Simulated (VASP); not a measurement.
CO:

```xyz
2
Lattice="2.9037 0.0000 0.0000 0.0000 2.9037 0.0000 0.0000 0.0000 2.9037" Properties=species:S:1:pos:R:3 pbc="T T T"
C     0.0000    0.0000    0.0000
O     1.4519    1.4519    1.4519
```

| Item | Value |
| --- | --- |
| Program | VASP 6.6.1 |
| Task | relaxation of cell and atoms |
| Functional | r2SCAN |
| Potentials or basis | VASP PAW PBE potentials, release 64 (C, O) |
| Cutoff | 600 eV |
| k mesh | 6 × 6 × 6 |
| Occupations | gaussian, width 0.1 eV |
| Spin | no spin polarisation |

At the start: pressure -30.5 GPa; volume 12.24 Å³/atom.

Q: Where does the relaxation end?

A: Over 3 steps the energy falls by 640.1 meV/atom and the volume is 7.76 Å³/atom (-36.6 %); space group Pm-3m (No. 221, to 0.05 Å).

Step by step:
```
step  energy change (eV)  largest force (eV/Å)  pressure (GPa)  volume (Å³)
   1              0.0000                0.0000          -30.48        24.48
   2             -1.1966                0.0000          -14.95        17.12
   3             -1.2802                0.0000           -0.40        15.51
```

Final structure:
```cif
data_structure
_symmetry_space_group_name_H-M 'P 1'
_symmetry_Int_Tables_number 1
_cell_length_a 2.4940
_cell_length_b 2.4940
_cell_length_c 2.4940
_cell_angle_alpha 90.000
_cell_angle_beta 90.000
_cell_angle_gamma 90.000
_cell_volume 15.51
loop_
_atom_site_label
_atom_site_type_symbol
_atom_site_fract_x
_atom_site_fract_y
_atom_site_fract_z
_atom_site_occupancy
C1 C 0.00000 0.00000 0.00000 1
O1 O 0.50000 0.50000 0.50000 1
```

Caveat: the k points lie up to 0.42 Å⁻¹ apart in the final cell; the volume moved by over 15 % at a fixed basis, so the end points are rough; the PAW data sets were made with another functional, which shifts forces and pressure a little.
